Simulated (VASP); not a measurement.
# Lu (P6_3/mmc) in VASP: further runs, part 2 of 2

VASP 6.6.1. The steps go on from the part before.

### Step 4. Single point, r2SCAN

Input file POSCAR:

```
Lu
1.0
    3.5048186286      0.0000000000      0.0000000000
   -1.7524093143      3.0352619680      0.0000000000
    0.0000000000      0.0000000000      5.4696750779
Lu
2
Direct
    0.3333333333      0.6666666667      0.2500000000
    0.6666666667      0.3333333333      0.7500000000
```

Input file INCAR.step1:

```
ALGO = Normal
EDIFF = 1E-4
ENCUT = 520
GGA = PE
ISMEAR = 1
LASPH = T
LCHARG = F
LREAL = F
LWAVE = T
NBANDS = 32
NELM = 80
PREC = Accurate
SIGMA = 0.01
```

Input file INCAR.step2:

```
ALGO = Normal
EDIFF = 1E-6
ENCUT = 520
ISIF = 2
ISMEAR = 1
ISTART = 1
LASPH = T
LCHARG = F
LMIXTAU = T
LREAL = F
LWAVE = F
METAGGA = R2SCAN
NBANDS = 32
NELM = 80
PREC = Accurate
SIGMA = 0.01
```

Input file KPOINTS:

```
k-points
0
Gamma
  10 10 6
```

Potentials or basis: VASP PAW PBE potentials, release 64 (Lu).

On the command line:

```bash
$ cat potpaw_PBE.64/Lu/POTCAR > POTCAR
$ cp INCAR.step1 INCAR
$ mpirun -np 1 vasp_std > vasp.out
$ cp INCAR.step2 INCAR
$ mpirun -np 1 vasp_std > vasp.out
```

OUTCAR:

```text
EDIFF = 1E-6
   ENCUT = 520
   ISIF = 2
   ISMEAR = 1
   ISTART = 1
   LASPH = T
   LREAL = F
   METAGGA = R2SCAN
   NELM = 80
   PREC = Accurate

 ion  position               nearest neighbor table
   1  0.333  0.667  0.250-   2 3.40   2 3.40   2 3.40   2 3.40   2 3.40   2 3.40
   2  0.667  0.333  0.750-   1 3.40   1 3.40   1 3.40   1 3.40   1 3.40   1 3.40

  LATTYP: Found a hexagonal cell.
 ALAT       =     3.5048186286
 C/A-ratio  =     1.5606157287

  Lattice vectors:

 A1 = (   3.5048186286,   0.0000000000,   0.0000000000)
 A2 = (  -1.7524093143,   3.0352619680,   0.0000000000)
 A3 = (   0.0000000000,   0.0000000000,   5.4696750779)

Analysis of symmetry for initial positions (statically):
=====================================================================
 Subroutine PRICEL returns:
 Original cell was already a primitive cell.

 Routine SETGRP: Setting up the symmetry group for a
 hexagonal supercell.

 Subroutine GETGRP returns: Found 24 space group operations
 (whereof 12 operations were pure point group operations)
 out of a pool of 24 trial point group operations.
[... 162 lines left out ...]
  free energy    TOTEN  =       -76.11246107 eV

  energy without entropy =      -76.11243918  energy(sigma->0) =      -76.11245377

 E-fermi :   2.1538     XC(G=0): -11.6048

 val. band max:        2.1411555168   @ k =   0.2000   0.2000   0.1667
 cond. band min:       2.1541487599   @ k =   0.4000   0.1000   0.3333
 fundamental gap:      0.0129932430
 Fermi energy:         2.1538203647

 k-point     1 :       0.0000    0.0000    0.0000
  band No.  band energies     occupation
      1     -55.7046      2.00000
      2     -55.6657      2.00000
      3     -26.0124      2.00000
      4     -25.5543      2.00000
      5     -25.5543      2.00000
      6     -25.4686      2.00000
[... 829 lines left out ...]
     31       8.3380      0.00000
     32       8.6274      0.00000

 [... further k-points ...]

------------------------ aborting loop because EDIFF is reached ----------------------------------------

  FORCE on cell =-STRESS in cart. coord.  units (eV):
  Direction    XX          YY          ZZ          XY          YZ          ZX
  --------------------------------------------------------------------------------------
  -------------------------------------------------------------------------------------
  Total        0.0584711      0.0584711     -0.2587465      0.0000000      0.0000000      0.0000000
  in kB        1.6100106      1.6100106     -7.1246223      0.0000000      0.0000000      0.0000000
  external PRESSURE =      -1.3015337 kB  Pullay stress =       0.0000000 kB

 VOLUME and BASIS-vectors are now :
 -----------------------------------------------------------------------------
  energy-cutoff  :      520.00
  volume of cell :       58.19
      direct lattice vectors                 reciprocal lattice vectors
     3.504818629  0.000000000  0.000000000     0.285321469  0.164730427  0.000000000
    -1.752409314  3.035261968  0.000000000     0.000000000  0.329460854  0.000000000
     0.000000000  0.000000000  5.469675078     0.000000000  0.000000000  0.182826217

 POSITION                                       TOTAL-FORCE (eV/Angst)
 -----------------------------------------------------------------------------------
     -0.00000      2.02351      1.36742         0.000000     -0.000000      0.000000
      1.75241      1.01175      4.10226        -0.000000      0.000000      0.000000
 -----------------------------------------------------------------------------------
    total drift:                               -0.000000      0.000000     -0.000000

  FREE ENERGIE OF THE ION-ELECTRON SYSTEM (eV)
  ---------------------------------------------------
  free  energy   TOTEN  =       -76.1124610662 eV

  energy  without entropy=      -76.1124391777  energy(sigma->0) =      -76.11245377
```

OSZICAR.step1:

```text
N       E                     dE             d eps       ncg     rms          rms(c)
DAV:   1     0.239087548764E+03    0.23909E+03   -0.19258E+04  5240   0.507E+03
DAV:   2     0.209991616828E+02   -0.21809E+03   -0.21005E+03  3824   0.550E+02
DAV:   3    -0.669327100799E+01   -0.27692E+02   -0.27173E+02  5280   0.118E+02
DAV:   4    -0.914428358717E+01   -0.24510E+01   -0.24404E+01  5424   0.244E+01
DAV:   5    -0.921539353476E+01   -0.71110E-01   -0.71089E-01  5600   0.426E+00    0.492E+00
DAV:   6    -0.908117574733E+01    0.13422E+00   -0.41424E-01  5664   0.810E+00    0.232E+00
DAV:   7    -0.904687789255E+01    0.34298E-01   -0.95316E-02  5240   0.187E+00    0.433E-01
DAV:   8    -0.904392555258E+01    0.29523E-02   -0.11734E-02  5888   0.892E-01    0.143E-01
DAV:   9    -0.904414749300E+01   -0.22194E-03   -0.13502E-03  4216   0.258E-01    0.850E-02
DAV:  10    -0.904414851548E+01   -0.10225E-05   -0.18573E-04  3952   0.103E-01
   1 F= -.90441485E+01 E0= -.90441119E+01  d E =-.109929E-03
```

Run time: 11 min. Hardware: 1 thread of Intel Xeon 8259CL, shared host; peak memory 0.25 GiB.

Results:

| Item | Value |
| --- | --- |
| Free energy | -76.1125 eV |
| Pressure | -0.1 GPa |
| Band gap on the k mesh | zero (bands 25 and 26 overlap by 1.99 eV) |

Caveat: the PAW data sets were made with another functional, which shifts forces and pressure a little; spin-orbit coupling is left out, which moves the levels of the heavy elements.

### Step 5. Single point, r2SCAN

POSCAR is that of step 4.

Input file INCAR.step1:

```
PREC = Accurate
ENCUT = 520
ISMEAR = -1
SIGMA = 0.2
LREAL = F
LASPH = T
NELM = 100
NBANDS = 32
GGA = PE
ALGO = Normal
EDIFF = 1E-4
LWAVE = T
LCHARG = F
```

Input file INCAR.step2:

```
PREC = Accurate
ENCUT = 520
EDIFF = 1E-7
ISMEAR = -1
SIGMA = 0.2
LREAL = F
LASPH = T
NELM = 100
ALGO = Normal
ISIF = 2
LWAVE = F
LCHARG = F
METAGGA = R2SCAN
LMIXTAU = T
NBANDS = 32
ISTART = 1
```

Input file KPOINTS:

```
Automatic mesh
0
Gamma
  10 10 6
```

On the command line:

```bash
$ cat potpaw_PBE.64/Lu/POTCAR > POTCAR
$ cp INCAR.step1 INCAR
$ mpirun -np 1 vasp_std > vasp.out
$ cp INCAR.step2 INCAR
$ mpirun -np 1 vasp_std > vasp.out
```

It took 5.8 min on 1 thread of Intel Xeon 6975P-C (Granite Rapids), shared host; peak memory 0.23 GiB.

It converged, with:

```
Free energy            : -76.3109 eV
Pressure               : 0.7 GPa
Band gap on the k mesh : zero (bands 25 and 26 overlap by 2.00 eV)
```

Stress tensor (GPa, compression positive):
```
0.44 0.00 0.00
0.00 0.44 0.00
0.00 0.00 1.08
```

Levels at points of the mesh, in eV from the Fermi level:
| k point | band 21 | band 22 | band 23 | band 24 | band 25 | band 26 | band 27 | band 28 | band 29 | band 30 |
| --- | --- | --- | --- | --- | --- | --- | --- | --- | --- | --- |
| (0.00, 0.00, 0.00) | -5.05 | -5.03 | -5.02 | -2.40 | 0.54 | 2.44 | 2.44 | 2.92 | 3.24 | 3.24 |
| (0.50, 0.00, 0.00) | -5.05 | -5.03 | -2.39 | -1.43 | -0.85 | -0.43 | 1.73 | 2.10 | 2.62 | 6.57 |
| (0.00, 0.00, 0.50) | -5.03 | -5.03 | -4.55 | -4.55 | 1.36 | 1.36 | 2.35 | 2.35 | 2.35 | 2.35 |
| (0.50, 0.00, 0.50) | -5.05 | -5.05 | -2.12 | -2.12 | 0.09 | 0.09 | 1.45 | 1.45 | 3.65 | 3.65 |

Caveat: the PAW data sets were made with another functional, which shifts forces and pressure a little; spin-orbit coupling is left out, which moves the levels of the heavy elements.

### Step 6. Single point, r2SCAN

POSCAR is that of step 5.

Input file INCAR.step1:

```
  PREC = Accurate
  ENCUT = 520
  ISMEAR = -1
  SIGMA = 0.3
  LREAL = F
  LASPH = T
  NELM = 100
  NBANDS = 32
  GGA = PE
  ALGO = Normal
  EDIFF = 1E-4
  LWAVE = T
  LCHARG = F
```

Input file INCAR.step2:

```
  PREC = Accurate
  ENCUT = 520
  EDIFF = 1E-6
  ISMEAR = -1
  SIGMA = 0.3
  LREAL = F
  LASPH = T
  NELM = 100
  ALGO = Normal
  ISIF = 2
  LWAVE = F
  LCHARG = F
  METAGGA = R2SCAN
  LMIXTAU = T
  NBANDS = 32
  ISTART = 1
```

KPOINTS is that of step 5.

Potentials or basis: VASP PAW PBE potentials, release 64 (Lu).

On the command line:

```bash
$ cat potpaw_PBE.64/Lu/POTCAR > POTCAR
$ cp INCAR.step1 INCAR
$ mpirun -np 1 vasp_std > vasp.out
$ cp INCAR.step2 INCAR
$ mpirun -np 1 vasp_std > vasp.out
```

Run time: 4.8 min. Hardware: 1 thread of Intel Xeon 6975P-C (Granite Rapids), shared host; peak memory 0.23 GiB.

The run converged. Its results:

* Free energy: -76.5192 eV
* Pressure: 1.0 GPa
* Band gap on the k mesh: zero (bands 25 and 26 overlap by 2.00 eV)

Stress tensor (GPa, compression positive):
```
0.68 0.00 0.00
0.00 0.68 0.00
0.00 0.00 1.72
```

Levels at points of the mesh, in eV from the Fermi level:
| k point | band 23 | band 24 | band 25 | band 26 | band 27 | band 28 |
| --- | --- | --- | --- | --- | --- | --- |
| (0.00, 0.00, 0.00) | -5.03 | -2.42 | 0.52 | 2.43 | 2.43 | 2.91 |
| (0.50, 0.00, 0.00) | -2.40 | -1.45 | -0.86 | -0.45 | 1.71 | 2.09 |
| (0.00, 0.00, 0.50) | -4.56 | -4.56 | 1.34 | 1.34 | 2.34 | 2.34 |
| (0.50, 0.00, 0.50) | -2.13 | -2.13 | 0.07 | 0.07 | 1.44 | 1.44 |

Caveat: so wide a smearing shifts energies and pressures; the PAW data sets were made with another functional, which shifts forces and pressure a little; spin-orbit coupling is left out, which moves the levels of the heavy elements.

### Step 7. The runs side by side

```csv
smearing,gap on the mesh (eV),pressure (GPa)
gaussian 0.6 eV,none,0.8
gaussian 1 eV,none,1.4
methfessel-paxton 0.01 eV,none,-0.1
fermi-dirac 0.2 eV,none,0.7
fermi-dirac 0.3 eV,none,1.0
```

Alike in all rows: task single point; level r2SCAN; potentials or basis VASP PAW PBE potentials, release 64 (Lu); no spin polarisation; cell as given; k mesh 10 × 10 × 6; cutoff (eV) 520.

Caveats: the PAW data sets were made with another functional, which shifts forces and pressure a little; spin-orbit coupling is left out, which moves the levels of the heavy elements; so wide a smearing shifts energies and pressures (at least some runs).

Total energies depend on the potentials used, so only differences within one code and one set of settings carry meaning.
